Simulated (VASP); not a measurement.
Here is a VASP 6.6.1 calculation.

Contents of POSCAR:

```
BP
1.0
    0.0000000000      2.3987436943      2.2683155501
    2.3987436943      0.0000000000      2.2683155501
    2.3987436943      2.3987436943      0.0000000000
B P
1 1
Direct
    0.0000000000      0.0000000000      0.0000000000
    0.2500000000      0.2500000000      0.2500000000
```

The input INCAR.step1:

```
PREC = Accurate ; ENCUT = 500
EDIFF = 1E-8 ; ISMEAR = 0
SIGMA = 0.01 ; LREAL = False
LASPH = True ; NELM = 60
ALGO = Normal ; LWAVE = True
LCHARG = False ; GGA = PE
```

INCAR.step2

```
PREC = Accurate ; ENCUT = 500
EDIFF = 1E-8 ; ISMEAR = 0
SIGMA = 0.01 ; LREAL = False
LASPH = True ; NELM = 1
ALGO = Exact ; LWAVE = True
LCHARG = False ; GGA = PE
NBANDS = 112 ; LOPTICS = True
ISTART = 1
```

File INCAR.step3:

```
PREC = Accurate ; ENCUT = 500
EDIFF = 1E-8 ; ISMEAR = 0
SIGMA = 0.01 ; LREAL = False
LASPH = True ; ALGO = EVGW0
LWAVE = False ; LCHARG = False
GGA = PE ; NELMGW = 1
NBANDS = 112 ; ENCUTGW = 150.0
NOMEGA = 96 ; PRECFOCK = Fast
ISTART = 1 ; NBANDSGW = 12
OMEGAMAX = 20
```

The input KPOINTS:

```
regular mesh
0
Gamma
  6 6 6
```

Potentials or basis: VASP PAW PBE potentials, release 64 (B_GW, P_GW).

Launch:

```sh
$ cat potpaw_PBE.64/B_GW/POTCAR potpaw_PBE.64/P_GW/POTCAR > POTCAR
$ cp INCAR.step1 INCAR
$ mpirun -np 1 vasp_std > vasp.out
$ cp INCAR.step2 INCAR
$ mpirun -np 1 vasp_std > vasp.out
$ cp INCAR.step3 INCAR
$ mpirun -np 1 vasp_std > vasp.out
```

Task: Estimate the quasiparticle gap.

Result: 1.42 eV.

Task: Estimate the least direct quasiparticle gap.

Result: 3.64 eV.

Task: Predict the band gap of the starting levels on the mesh.

Result: 0.72 eV.

Task: Predict the least direct gap of the starting levels on the mesh.

Result: 2.74 eV.

Caveat: the k points lie up to 0.39 Å⁻¹ apart; bands, screening cutoff and mesh are small and nothing is extrapolated, so the quasiparticle values aren't converged.
